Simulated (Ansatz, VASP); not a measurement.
# Two plane-wave programs on BeS

File INCAR:

```
AGGAC = 1.0
AGGAX = 1.0
ALDAC = 0.0
ALDAX = 1.0
ALGO = Normal
EDIFF = 1E-6
EDIFFG = -0.01
ENCUT = 600
GGA = B5
IBRION = 2
ISIF = 3
ISMEAR = -1
LASPH = True
LCHARG = False
LREAL = False
LWAVE = False
NELM = 80
NSW = 60
PREC = Accurate
SIGMA = 0.05
```

The input KPOINTS:

```
k-points
0
Gamma
  9 9 9
```

Contents of POSCAR:

```
BeS
1.0
    0.0000000000      2.4250000000      2.4250000000
    2.4250000000      0.0000000000      2.4250000000
    2.4250000000      2.4250000000      0.0000000000
S Be
1 1
Direct
    0.7500000000      0.7500000000      0.7500000000
    0.0000000000      0.0000000000      0.0000000000
```

input.yaml

```yaml
crystal:
  lattice:
    - [0.0, 2.425, 2.425]
    - [2.425, 0.0, 2.425]
    - [2.425, 2.425, 0.0]
  atoms:
    - { symbol: S, position: [0.75, 0.75, 0.75] }
    - { symbol: Be, position: [0.0, 0.0, 0.0] }
hamiltonian:
  xc: blyp
  pseudopotentials: { kind: paw }
kpoints:
  mp_grid: { grid: [9, 9, 9] }
scf:
  occupations: { method: fermi_dirac, width: 0.05 }
output:
  forces: true
  stress: true
  eigenvalues: true
relax:
  f_tol: 0.01
  max_steps: 40
  cell: { stress_tol: 0.05 }
```

Alike in both runs: task relaxation of cell and atoms; functional BLYP; k mesh 9 × 9 × 9; occupations fermi-dirac, width 0.05 eV; no spin polarisation.

```csv
,VASP,Ansatz
version,VASP 6.6.1,Ansatz 0.2.0
potentials or method,"VASP PAW PBE potentials, release 64 (S, Be)",Ansatz PAW
plane-wave cutoff (eV),600,420
valence electrons in the cell,8,8
```

```tsv
	VASP	Ansatz	Ansatz less VASP
gap on the k mesh at the Fermi level, each at its own relaxed structure (eV)	3.57	3.55	-0.021
relaxed volume (Å³/atom)	14.93	14.97	+0.037
relaxed cell length with the largest relative difference (Å)	3.482	3.485	+0.0029
```

VASP's potentials were made for PBE, not for BLYP.

Noted on Ansatz's run: odd divisions of the mesh miss points on the zone boundary, where band edges often lie, so the gap on the mesh can be too wide; the plane-wave basis is chosen anew once the cell has moved, so the energies of steps on either side of that aren't comparable.
